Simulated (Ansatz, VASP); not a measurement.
**HfH2: VASP beside Ansatz**

Contents of INCAR:

```
ALGO = Normal
EDIFF = 1E-6
ENCUT = 520
ISIF = 2
ISMEAR = -1
LASPH = T
LCHARG = F
LREAL = F
LWAVE = F
NBANDS = 13
NELM = 100
PREC = Accurate
SIGMA = 0.03
```

File KPOINTS:

```
k-points
0
Gamma
  12 12 12
```

The input POSCAR:

```
HfH2
1.0
   -1.7042200000      1.7042200000      2.1805000000
    1.7042200000     -1.7042200000      2.1805000000
    1.7042200000      1.7042200000     -2.1805000000
Hf H
1 2
Direct
    0.0000000000      0.0000000000      0.0000000000
    0.7500000000      0.2500000000      0.5000000000
    0.2500000000      0.7500000000      0.5000000000
```

Input for Ansatz:

```yaml
crystal:
  lattice:
    - [-1.70422, 1.70422, 2.1805]
    - [1.70422, -1.70422, 2.1805]
    - [1.70422, 1.70422, -2.1805]
  atoms:
    - { symbol: Hf, position: [0.0, 0.0, 0.0] }
    - { symbol: H, position: [0.75, 0.25, 0.5] }
    - { symbol: H, position: [0.25, 0.75, 0.5] }
kpoints:
  mp_grid: { grid: [12, 12, 12] }
  band_path:
    path:
      - [0.0, 0.0, 0.0]
      - [0.0, 0.0, 0.5]
      - [0.25, 0.25, 0.25]
      - [0.0, 0.5, 0.0]
      - [0.0, 0.0, 0.0]
      - [0.5, 0.5, -0.5]
      - [0.4027141018, 0.5972858982, -0.4027141018]
      - [-0.4027141018, 0.4027141018, 0.4027141018]
      - [0.0, 0.0, 0.0]
    npoints: 5
scf:
  occupations: { method: fermi_dirac, width: 0.03 }
hamiltonian:
  xc: lda
  pseudopotentials: { kind: all_electron, lapw: { basis_error: 0.0005 } }
output:
  forces: true
  stress: true
  eigenvalues: true
```

Change from the starting cell: equal xx and yy strain of -2 %.

Alike in both runs: task single point; functional LDA; k mesh 12 × 12 × 12; occupations fermi-dirac, width 0.03 eV; no spin polarisation.

|  | VASP | Ansatz |
| --- | --- | --- |
| version | VASP 6.6.1 | Ansatz 0.2.0 |
| potentials or method | VASP PAW LDA potentials, release 64 (Hf_pv, H), cutoff 520 eV | all-electron LAPW, scalar-relativistic |

|  | VASP | Ansatz | Ansatz less VASP |
| --- | --- | --- | --- |
| pressure (GPa) | -2.4 | -2.4 | +0.04 |
| traceless stress, the component that is largest in VASP (GPa) | -1.64 | -1.66 | -0.019 |

LDA's correlation is that of Perdew and Zunger in VASP and of Perdew and Wang (1992) in Ansatz. Ansatz ran all-electron here, and VASP with PAW potentials.

Neither program's run includes spin-orbit coupling.
